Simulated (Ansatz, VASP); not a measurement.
## Mg3Te in VASP and in Ansatz

File INCAR:

```
PREC = Accurate
ENCUT = 520
EDIFF = 1E-7
ISMEAR = -1
SIGMA = 0.05
LREAL = F
LASPH = T
NELM = 60
ALGO = Fast
ISIF = 2
LWAVE = F
LCHARG = F
GGA = PS
NBANDS = 14
```

File KPOINTS:

```
regular mesh
0
Gamma
  9 9 9
```

Contents of POSCAR:

```
Mg3Te
1.0
   -2.1675127022      2.1675127022      5.3520023928
    2.1675127022     -2.1675127022      5.3520023928
    2.1675127022      2.1675127022     -5.3520023928
Te Mg
1 3
Direct
    0.0000000000      0.0000000000      0.0000000000
    0.2500000000      0.7500000000      0.5000000000
    0.7500000000      0.2500000000      0.5000000000
    0.5000000000      0.5000000000      0.0000000000
```

File input.yaml:

```yaml
crystal:
  lattice:
    - [-2.1675127022, 2.1675127022, 5.3520023928]
    - [2.1675127022, -2.1675127022, 5.3520023928]
    - [2.1675127022, 2.1675127022, -5.3520023928]
  atoms:
    - { symbol: Te, position: [0.0, 0.0, 0.0] }
    - { symbol: Mg, position: [0.25, 0.75, 0.5] }
    - { symbol: Mg, position: [0.75, 0.25, 0.5] }
    - { symbol: Mg, position: [0.5, 0.5, 0.0] }
kpoints:
  mp_grid: { grid: [9, 9, 9] }
scf:
  occupations: { method: fermi_dirac, width: 0.05 }
hamiltonian:
  xc: pbesol
  pseudopotentials: { kind: all_electron, lapw: { basis_error: 0.001 } }
output:
  forces: true
  stress: true
  eigenvalues: true
```

Change from the starting cell: volume scaled by 1.04.

Alike in both runs: task single point; functional PBEsol; k mesh 9 × 9 × 9; occupations fermi-dirac, width 0.05 eV; no spin polarisation.

```csv
,VASP,Ansatz
version,VASP 6.6.1,Ansatz 0.2.0
potentials or method,"VASP PAW PBE potentials, release 64 (Te, Mg), cutoff 520 eV","all-electron LAPW, scalar-relativistic"
```

VASP gave:

| Quantity | Value |
| --- | --- |
| gap on the k mesh at the Fermi level (eV) | none |
| pressure (GPa) | -2.4 |
| traceless stress, the component that is largest in VASP (GPa) | 0.14 |

What did Ansatz give for the same quantities?

gap on the k mesh at the Fermi level (eV): none; pressure (GPa): -2.3; traceless stress, the component that is largest in VASP (GPa): 0.16.

VASP's potentials were made for PBE, not for PBEsol. A gap of «none» marks a metal or a gap that the smearing closes. Ansatz ran all-electron here, and VASP with PAW potentials.

Spin-orbit coupling is off throughout.
